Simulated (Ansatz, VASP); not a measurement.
# Two plane-wave programs on NiO

The input INCAR:

```
ALGO = Normal
EDIFF = 1E-6
ENCUT = 600
GGA = RE
GGA_COMPAT = False
ISIF = 2
ISMEAR = 0
ISPIN = 2
IVDW = 13
LASPH = True
LCHARG = False
LDAU = True
LDAUJ = 0 0
LDAUL = 2 -1
LDAUPRINT = 1
LDAUTYPE = 2
LDAUU = 6.2 0
LMAXMIX = 4
LORBIT = 11
LREAL = False
LWAVE = False
MAGMOM = 1.9 0.22
NBANDS = 19
NELM = 200
PREC = Accurate
SIGMA = 0.05
```

KPOINTS

```
k-points
0
Gamma
  10 10 10
```

Contents of POSCAR:

```
NiO
1.0
    0.0000000000      2.0878782692      2.0878782692
    2.0878782692      0.0000000000      2.0878782692
    2.0878782692      2.0878782692      0.0000000000
Ni O
1 1
Direct
    0.0000000000      0.0000000000      0.0000000000
    0.5000000000      0.5000000000      0.5000000000
```

Input for Ansatz:

```yaml
crystal:
  lattice:
    - [0.0, 2.0878782692, 2.0878782692]
    - [2.0878782692, 0.0, 2.0878782692]
    - [2.0878782692, 2.0878782692, 0.0]
  atoms:
    - { symbol: Ni, position: [0.0, 0.0, 0.0], spin: 1.9 }
    - { symbol: O, position: [0.5, 0.5, 0.5] }
basis:
  ecutwfc: 420
  ecutrho_ratio: 4
kpoints:
  mp_grid: { grid: [10, 10, 10] }
hamiltonian:
  xc: revpbe
  dispersion: d4
  hubbard:
    sites:
      - { species: Ni, l: d, u_eff: 6.2, starting_ns: start.occupation_matrices }
    ns_hold: { iters: 6 }
scf:
  occupations: { method: gaussian, width: 0.05 }
  lower_state_search: "off"
output:
  forces: true
  stress: true
  eigenvalues: true
  populations: true
  hubbard: { sites: [{ species: Ni, l: d }] }
magnetization:
  spin_polarized: true
```

Alike in both runs: task single point; functional revPBE; dispersion D4; k mesh 10 × 10 × 10; occupations gaussian, width 0.05 eV; collinear spin; Hubbard terms Ni d U = 6.2 eV.

|  | VASP | Ansatz |
| --- | --- | --- |
| version | VASP 6.6.1 | Ansatz 0.2.0 |
| potentials or method | VASP PAW PBE potentials, release 64 (Ni, O), cutoff 600 eV | scalar-relativistic, plane waves, PAW |
| valence electrons in the cell | 16 | 24 |

```tsv
	VASP	Ansatz	Ansatz less VASP
gap on the k mesh at the Fermi level (eV)	2.62	2.32	-0.308
least direct gap on the mesh (eV)	3.26	2.98	-0.282
pressure (GPa)	-1.3	9.5	+10.81
net moment per atom (μB)	1.00	1.00	0.000
size of the moment on the site where the two differ most (μB)	1.83	1.73	-0.102
```

VASP's potentials were made for PBE, not for revPBE. Site moments also hang on the region over which each program counts them. The programs project onto different local orbitals, so the same U acts differently, and such runs can settle in different states. VASP's potentials hold 16 valence electrons a cell and Ansatz's 24, so a difference there can come from the potentials and not from the codes. Ansatz's warnings: dispersion switch in reach, stability check not made.
